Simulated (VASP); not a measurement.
# Yb in VASP: single point with PBEsol

Aim: the single point of Yb with PBEsol.

Program: VASP 6.6.1. These are calculated values, not measurements. Logs are shortened: lines on timing, memory, paths and dates and some standing lists are left out, and cuts for length are marked.

### 1 The cell of the first run

The cell holds a single atom in a box, 1 atom: a = 14.000 Å, b = 14.400 Å, c = 14.800 Å, α = 90.00°, β = 90.00°, γ = 90.00°.

### 2 Single point, PBEsol, collinear spin, zero start

INCAR

```
SYSTEM = Yb
PREC = Accurate ; ENCUT = 520
EDIFF = 1E-6 ; ISMEAR = -1
SIGMA = 0.01 ; LREAL = .FALSE.
LASPH = .TRUE. ; NELM = 150
ALGO = Normal ; ISIF = 2
LWAVE = .FALSE. ; LCHARG = .TRUE.
ISPIN = 2 ; MAGMOM = 0.01
LORBIT = 11 ; LMAXMIX = 6
GGA = PS ; LELF = .TRUE.
LVHAR = .TRUE. ; ISYM = 0
NBANDS = 22
```

KPOINTS

```
regular mesh
0
G
  1 1 1
  0 0 0
```

POSCAR

```
Yb
1.0
   14.0000000000      0.0000000000      0.0000000000
    0.0000000000     14.4000000000      0.0000000000
    0.0000000000      0.0000000000     14.8000000000
Yb
1
Direct
    0.5000000000      0.5000000000      0.5000000000
```

Potentials or basis: VASP PAW PBE potentials, release 64 (Yb).

Command:

```console
$ cat potpaw_PBE.64/Yb/POTCAR > POTCAR
$ mpirun -np 1 vasp_gam > vasp.out
```

OUTCAR:

```text
SYSTEM = Yb
   PREC = Accurate
   ENCUT = 520
   EDIFF = 1E-6
   ISMEAR = -1
   LREAL = .FALSE.
   LASPH = .TRUE.
   NELM = 150
   ISIF = 2
   ISPIN = 2
   LORBIT = 11
   GGA = PS
   ISYM = 0

 ion  position               nearest neighbor table
   1  0.500  0.500  0.500-

IMPORTANT INFORMATION: All symmetrisations will be switched off!
NOSYMM: (Re-)initialisation of all symmetry stuff for point group C_1.

----------------------------------------------------------------------------------------

                                     Primitive cell

  volume of cell :    2983.6800

  direct lattice vectors                    reciprocal lattice vectors
    14.000000000  0.000000000  0.000000000     0.071428571  0.000000000  0.000000000
     0.000000000 14.400000000  0.000000000     0.000000000  0.069444444  0.000000000
     0.000000000  0.000000000 14.800000000     0.000000000  0.000000000  0.067567568

  length of vectors
    14.000000000 14.400000000 14.800000000     0.071428571  0.069444444  0.067567568

  position of ions in fractional coordinates (direct lattice)
     0.500000000  0.500000000  0.500000000

  ion indices of the primitive-cell ions
   primitive index   ion index
                 1           1

----------------------------------------------------------------------------------------

 KPOINTS: regular mesh

Automatic generation of k-mesh.
 Grid dimensions read from file:
 generate k-points for:    1    1    1

 Generating k-lattice:

  Cartesian coordinates                     Fractional coordinates (reciprocal lattice)
     0.071428571  0.000000000  0.000000000     1.000000000  0.000000000  0.000000000
     0.000000000  0.069444444  0.000000000     0.000000000  1.000000000  0.000000000
     0.000000000  0.000000000  0.067567568     0.000000000  0.000000000  1.000000000

  Length of vectors
     0.071428571  0.069444444  0.067567568

  Shift w.r.t. Gamma in fractional coordinates (k-lattice)
     0.000000000  0.000000000  0.000000000

 Subroutine IBZKPT returns following result:
 ===========================================

 Found      1 irreducible k-points:

 Following reciprocal coordinates:
            Coordinates               Weight
  0.000000  0.000000  0.000000      1.000000
   k-points           NKPTS =      1   k-points in BZ     NKDIM =      1   number of bands    NBANDS=     22
   number of dos      NEDOS =    301   number of ions     NIONS =      1
   total plane-waves  NPLWV = ******
   dimension x,y,z NGX =   108 NGY =  108 NGZ =  112
   dimension x,y,z NGXF=   216 NGYF=  216 NGZF=  224
   ions per type =               1
   NGX,Y,Z   is equivalent  to a cutoff of  12.82, 12.47, 12.58 a.u.
   NGXF,Y,Z  is equivalent  to a cutoff of  25.65, 24.94, 25.16 a.u.
 SYSTEM =  Yb
   PREC   = accura    normal or accurate (medium, high low for compatibility)
   ISTART =      0    job   : 0-new  1-cont  2-samecut
   ICHARG =      2    charge: 1-file 2-atom 10-const
   ISPIN  =      2    spin polarized calculation?
   LNONCOLLINEAR =      F non collinear calculations
   LSORBIT =      F    spin-orbit coupling
   LASPH  =      T    aspherical Exc in radial PAW
   ENCUT  =  520.0 eV  38.22 Ry    6.18 a.u.  26.03 26.77 27.52*2*pi/ulx,y,z
   NELM   =    150;   NELMIN=  2; NELMDL= -5     # of ELM steps
   EDIFF  = 0.1E-05   stopping-criterion for ELM
   LREAL  =      F    real-space projection
   EDIFFG = 0.1E-04   stopping-criterion for IOM
   NSW    =      0    number of steps for IOM
   IBRION =     -1    ionic relax: 0-MD 1-quasi-New 2-CG
   NFREE  =      0    steps in history (QN), initial steepest desc. (CG)
   ISIF   =      2    stress and relaxation
   ISYM   =      0    0-nonsym 1-usesym 2-fastsym
   POTIM  = 0.5000    time-step for ionic-motion
   TEBEG  =    0.0;   TEEND  =   0.0 temperature during run
   PSTRESS=    0.0 pullay stress
   NELECT =      24.0000    total number of electrons
   NUPDOWN=      -1.0000    fix difference up-down
   EMIN   =  10.00;   EMAX   =-10.00  energy-range for DOS
   EFERMI =   0.00;   METHOD = LEGACY
   ISMEAR =    -1;   SIGMA  =   0.01  broadening in eV -4-tet -1-fermi 0-gaus
   EFERMI_NEDOS =   21; number of points for ismear=-14 and -15
   IALGO  =     38    algorithm
   IMIX   =      4    mixing-type and parameters
     AMIX     =   0.40;   BMIX     =  1.00
     AMIX_MAG =   1.60;   BMIX_MAG =  1.00
  volume/ion in A,a.u.               =    2983.68     20134.87
  Fermi-wavevector in a.u.,A,eV,Ry     =   0.328016  0.619860  1.463908  0.107594
  Thomas-Fermi vector in A             =   1.221240
   LORBIT       =     11    0 simple, 1 ext, 2 COOP (PROOUT), +10 PAW based schemes
   GGA     = PS    functional components
   LHFCALC =     F    Hartree Fock is set to
   AEXX    =    0.0000 exact exchange contribution
   IVDW    =     0    specifies the selected vdW correction
   LEPSILON=     F    determine dielectric tensor
   LRPA    =     F    only Hartree local field effects (RPA)
 spin polarized calculation
  energy-cutoff  :      520.00
  volume of cell :     2983.68
 maximum number of plane-waves:     40220
 NGX is ok and might be reduce to   108
   NGX = 53   NGY = 53   NGZ = 55

 number of electron      24.0000007 magnetization       0.0000008

 number of electron      24.0000007 magnetization      -0.0000000

 Free energy of the ion-electron system (eV)
  ---------------------------------------------------
  ext. energy  EPLUGINS =         0.00000000
  ---------------------------------------------------
  free energy    TOTEN  =        -1.83010668 eV

  energy without entropy =       -1.83010668  energy(sigma->0) =       -1.83010668

 E-fermi :  -2.5260     XC(G=0):  -0.5462

 val. band max:       -2.8524063963   @ k =   0.0000   0.0000   0.0000
 cond. band min:      -0.9977043297   @ k =   0.0000   0.0000   0.0000
 fundamental gap:      1.8547020666
 Fermi energy:        -2.5260474886

 spin component 1

 k-point     1 :       0.0000    0.0000    0.0000
  band No.  band energies     occupation
      1     -54.9609      1.00000
      2     -27.4427      1.00000
      3     -27.4427      1.00000
      4     -27.4427      1.00000
      5      -3.8675      1.00000
      6      -2.8524      1.00000
[... 14 lines left out ...]
     21      -0.1608      0.00000
     22       0.5495      0.00000
 Fermi energy:        -2.5260474886

 spin component 2

 k-point     1 :       0.0000    0.0000    0.0000
  band No.  band energies     occupation
      1     -54.9609      1.00000
      2     -27.4427      1.00000
      3     -27.4427      1.00000
      4     -27.4427      1.00000
      5      -3.8675      1.00000
      6      -2.8524      1.00000
[... 14 lines left out ...]
     21      -0.1603      0.00000
     22       0.5502      0.00000

------------------------ aborting loop because EDIFF is reached ----------------------------------------

  FORCE on cell =-STRESS in cart. coord.  units (eV):
  Direction    XX          YY          ZZ          XY          YZ          ZX
  --------------------------------------------------------------------------------------
  -------------------------------------------------------------------------------------
  Total       -0.0443223     -0.0427590     -0.0419519      0.0000078     -0.0000072     -0.0000137
  in kB       -0.0238002     -0.0229607     -0.0225274      0.0000042     -0.0000039     -0.0000074
  external PRESSURE =      -0.0230961 kB  Pullay stress =       0.0000000 kB

 VOLUME and BASIS-vectors are now :
 -----------------------------------------------------------------------------
  energy-cutoff  :      520.00
  volume of cell :     2983.68
      direct lattice vectors                 reciprocal lattice vectors
    14.000000000  0.000000000  0.000000000     0.071428571  0.000000000  0.000000000
     0.000000000 14.400000000  0.000000000     0.000000000  0.069444444  0.000000000
     0.000000000  0.000000000 14.800000000     0.000000000  0.000000000  0.067567568

 POSITION                                       TOTAL-FORCE (eV/Angst)
 -----------------------------------------------------------------------------------
      7.00000      7.20000      7.40000        -0.000010     -0.000005     -0.000007
 -----------------------------------------------------------------------------------
    total drift:                               -0.000010     -0.000005     -0.000007

  FREE ENERGIE OF THE ION-ELECTRON SYSTEM (eV)
  ---------------------------------------------------
  free  energy   TOTEN  =        -1.8301066784 eV

  energy  without entropy=       -1.8301066784  energy(sigma->0) =       -1.83010668

 total charge

# of ion       s       p       d       f       tot
--------------------------------------------------
    1        2.339   5.915   0.000  13.832  22.085

 magnetization (x)

# of ion       s       p       d       f       tot
--------------------------------------------------
    1        0.000  -0.000   0.000   0.000   0.000
```

OSZICAR:

```text
N       E                     dE             d eps       ncg     rms          rms(c)
DAV:   1     0.216109768483E+03    0.21611E+03   -0.57305E+03    88   0.610E+02
[... 32 lines left out ...]
DAV:  34    -0.183006189630E+01   -0.39709E-04   -0.15680E-06   140   0.181E-03    0.512E-03
DAV:  35    -0.183008295017E+01   -0.21054E-04   -0.77919E-07   124   0.131E-03    0.215E-03
DAV:  36    -0.183008974683E+01   -0.67967E-05   -0.11816E-07   116   0.246E-03    0.229E-03
DAV:  37    -0.183010012395E+01   -0.10377E-04   -0.15998E-06   156   0.172E-03    0.405E-03
DAV:  38    -0.183010236085E+01   -0.22369E-05   -0.43001E-08   122   0.393E-04    0.362E-03
DAV:  39    -0.183010570431E+01   -0.33435E-05   -0.14995E-07   108   0.651E-04    0.348E-03
DAV:  40    -0.183010667841E+01   -0.97410E-06   -0.69373E-08   116   0.127E-03
   1 F= -.18301067E+01 E0= -.18301067E+01  d E =-.313745E-13  mag=    -0.0000
```

Run time: 13 min. Hardware: 1 thread of Intel Xeon Platinum 8488C (Sapphire Rapids), shared host; peak memory 2.9 GiB.

Results:

```yaml
Free_energy: -1.8301 eV
Pressure: 0.0 GPa
Band_gap_on_the_k_mesh: 1.85 eV
Net_moment: 0.00 μB per cell
Valence_electrons_inside_the_program's_atomic_spheres: Yb 22.09
```

Caveat: the PAW data sets were made with another functional, which shifts forces and pressure a little; spin-orbit coupling is left out, which moves the levels of the heavy elements.
